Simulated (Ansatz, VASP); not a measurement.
## Two plane-wave programs on WC

Contents of INCAR:

```
SYSTEM = WC
PREC     = Accurate       ! precision mode
ENCUT    = 600            ! plane-wave cutoff, eV
EDIFF    = 1E-6           ! SCF threshold, eV
ISMEAR   = -1             ! smearing method
SIGMA    = 0.1            ! smearing width, eV
LREAL    = .False.        ! projectors in reciprocal space
LASPH    = .True.         ! aspherical terms in the spheres
NELM     = 80             ! most SCF steps
ALGO     = Normal         ! electronic algorithm
ISIF     = 3              ! what is computed and relaxed
LWAVE    = .False.        ! write WAVECAR
LCHARG   = .False.        ! write CHGCAR
GGA      = PS             ! functional
IBRION   = 2              ! ionic algorithm
NSW      = 80             ! ionic steps
EDIFFG   = -0.01          ! ionic threshold
```

The input KPOINTS:

```
Automatic mesh
0
Gamma
  12 12 11
  0 0 0
```

The input POSCAR:

```
WC
1.0
    2.9065000000      0.0000000000      0.0000000000
   -1.4532500000      2.5171028400      0.0000000000
    0.0000000000      0.0000000000      2.8366000000
W C
1 1
Direct
    0.0000000000      0.0000000000      0.0000000000
    0.6666666700      0.3333333300      0.5000000000
```

Input for Ansatz:

```yaml
crystal:
  lattice:
    - [2.9065, 0.0, 0.0]
    - [-1.45325, 2.51710284, 0.0]
    - [0.0, 0.0, 2.8366]
  atoms:
    - { symbol: W, position: [0.0, 0.0, 0.0] }
    - { symbol: C, position: [0.66666667, 0.33333333, 0.5] }
  symmetry: { tolerance: 0.0003 }
hamiltonian:
  xc: pbesol
  pseudopotentials: { kind: paw, azcp: { folder: soft_1 } }
basis:
  ecutwfc: 420
magnetization:
  spin_polarized: false
scf:
  occupations: { method: fermi_dirac, width: 0.1 }
kpoints:
  mp_grid: { grid: [12, 12, 11], shift: [0, 0, 0] }
output:
  forces: true
  stress: true
  eigenvalues: true
relax:
  max_steps: 60
  cell: {}
```

Alike in both runs: task relaxation of cell and atoms; functional PBEsol; k mesh 12 × 12 × 11; occupations fermi-dirac, width 0.1 eV; no spin polarisation.

|  | VASP | Ansatz |
| --- | --- | --- |
| version | VASP 6.6.1 | Ansatz 0.2.0 |
| potentials or method | VASP PAW PBE potentials, release 64 (W_sv, C), cutoff 600 eV | PAW plane waves |
| valence electrons in the cell | 18 | 18 |

```csv
,VASP,Ansatz,Ansatz less VASP
"gap on the k mesh at the Fermi level, each at its own relaxed structure (eV)",none,none,-
relaxed volume (Å³/atom),10.32,10.29,-0.028
relaxed length of the cell vector where the two differ most in proportion (Å),2.830,2.828,-0.0026
```

VASP's potentials were made for PBE, not for PBEsol, and Ansatz warns of the same on its side. A gap of «none» marks a metal or a gap that the smearing closes.

Spin-orbit coupling is off throughout.
